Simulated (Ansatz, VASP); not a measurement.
**Two plane-wave programs on MgSiN**

The input INCAR:

```
PREC     = Accurate       # precision mode
ENCUT    = 600            # plane-wave cutoff, eV
EDIFF    = 1E-7           # SCF threshold, eV
ISMEAR   = 0              # smearing method
SIGMA    = 0.1            # smearing width, eV
LREAL    = F              # projectors in reciprocal space
LASPH    = T              # aspherical terms in the spheres
NELM     = 100            # most SCF steps
ALGO     = Normal         # electronic algorithm
ISIF     = 3              # what is computed and relaxed
LWAVE    = F              # write WAVECAR
LCHARG   = F              # write CHGCAR
GGA      = PE             # functional
IBRION   = 2              # ionic algorithm
NSW      = 100            # ionic steps
EDIFFG   = -0.01          # ionic threshold
```

Contents of KPOINTS:

```
regular mesh
0
Gamma
  12 12 16
```

The input POSCAR:

```
MgSiN
1.0
    4.3112393048      0.0000000000      0.0000000000
   -2.1556196524      3.7336427597      0.0000000000
    0.0000000000      0.0000000000      2.7524441400
Mg Si N
1 1 1
Direct
    0.0000000000      0.0000000000      0.0000000000
    0.3333333333      0.6666666667      0.0000000000
    0.6666666667      0.3333333333      0.5000000000
```

Input for Ansatz:

```yaml
crystal:
  lattice:
    - [4.3112390639, 0.0, 0.0]
    - [-2.155619532, 3.7336425512, 0.0]
    - [0.0, 0.0, 2.7524441916]
  atoms:
    - { symbol: Mg, position: [0.0, 0.0, 0.0] }
    - { symbol: Si, position: [0.3333333333, 0.6666666667, 0.0] }
    - { symbol: "N", position: [0.6666666667, 0.3333333333, 0.5] }
basis:
  ecutwfc: 420
kpoints:
  mp_grid: { grid: [12, 12, 16] }
hamiltonian:
  xc: pbe
scf:
  occupations: { method: gaussian, width: 0.1 }
output:
  forces: true
  stress: true
  eigenvalues: true
  write_density: true
  write_potential: true
  elf: true
  volumetric_format: npy
relax:
  adjacent_minimum: "off"
  f_tol: 0.01
  max_steps: 80
  cell: { stress_tol: 0.05 }
```

Change from the starting cell: species swapped into the ErHSe type (P-6m2, No. 187).

Alike in both runs: task relaxation of cell and atoms; functional PBE; k mesh 12 × 12 × 16; occupations gaussian, width 0.1 eV; no spin polarisation.

|  | VASP | Ansatz |
| --- | --- | --- |
| version | VASP 6.6.1 | Ansatz 0.2.0 |
| potentials or method | VASP PAW PBE potentials, release 64 (Mg, Si, N), cutoff 600 eV | scalar-relativistic, plane waves, PAW |
| valence electrons in the cell | 11 | 19 |

```csv
,VASP,Ansatz,Ansatz less VASP
"gap on the k mesh at the Fermi level, each at its own relaxed structure (eV)",none,none,-
relaxed volume (Å³/atom),14.51,14.54,+0.025
relaxed length of the cell vector where the two differ most in proportion (Å),2.621,2.624,+0.0026
```

A gap of «none» marks a metal or a gap that the smearing closes. VASP's potentials hold 11 valence electrons a cell and Ansatz's 19, so a difference there can come from the potentials and not from the codes.
